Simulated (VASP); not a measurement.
# BAs (rocksalt type): relaxation of cell and atoms with PBE

BAs (rocksalt type):

```
CELL_PARAMETERS angstrom
0.00000 2.12431 2.12431
2.12431 0.00000 2.12431
2.12431 2.12431 0.00000
ATOMIC_POSITIONS crystal
B 0.00000 0.00000 0.00000
As 0.50000 0.50000 0.50000
```

```
Program                : VASP 6.6.1
Task                   : relaxation of cell and atoms
Functional             : PBE
Potentials or basis    : VASP PAW PBE potentials, release 64 (B, As)
Cutoff                 : 600 eV
k mesh                 : 17 × 17 × 17
Occupations            : fermi-dirac, width 0.08 eV
Spin                   : no spin polarisation
Target pressure        : 54 GPa
Dipole correction      : no
Further INCAR settings : ALGO = Normal; EDIFF = 1e-06; IBRION = 2; EDIFFG = -0.005; NSW = 32; ISIF = 3
```

```
Relaxed volume                                             : 9.63 Å³/atom
Relaxed cell                                               : a = 3.009 Å, b = 3.009 Å, c = 3.009 Å, α = 60.00°, β = 60.00°, γ = 60.00°
Space group after relaxing (to 0.1 Å)                      : Fm-3m (No. 225)
Energy change on relaxing (the run minimises the enthalpy) : -14.4 meV/atom
Ionic steps                                                : 3
Pressure after relaxing                                    : 54.0 GPa
Band gap on the k mesh                                     : zero (bands 4 and 5 overlap by 4.21 eV)
```

The path:
```
step  energy change (eV)  largest force (eV/Å)  pressure (GPa)  volume (Å³)
   1              0.0000                0.0000           55.48        19.17
   2             -0.0824                0.0000           51.26        19.42
   3             -0.0289                0.0000           54.02        19.26
```

Final structure:
```
B As
1.0
     0.00000    2.12743    2.12743
     2.12743    0.00000    2.12743
     2.12743    2.12743    0.00000
B As
1 1
Direct
  0.00000 0.00000 0.00000
  0.50000 0.50000 0.50000
```

Levels at points of the mesh, in eV from the Fermi level:
```tsv
k point	band 1	band 2	band 3	band 4	band 5	band 6	band 7	band 8
(0.00, 0.00, 0.00)	-18.72	-0.16	-0.16	-0.16	7.25	8.95	8.95	8.95
```

Run time: 69 s on 1 thread of Intel Xeon 8259CL, on a shared host, peak memory 0.17 GiB.

Caveat: the cell is relaxed towards a set pressure, so the run minimises the enthalpy, not the energy.
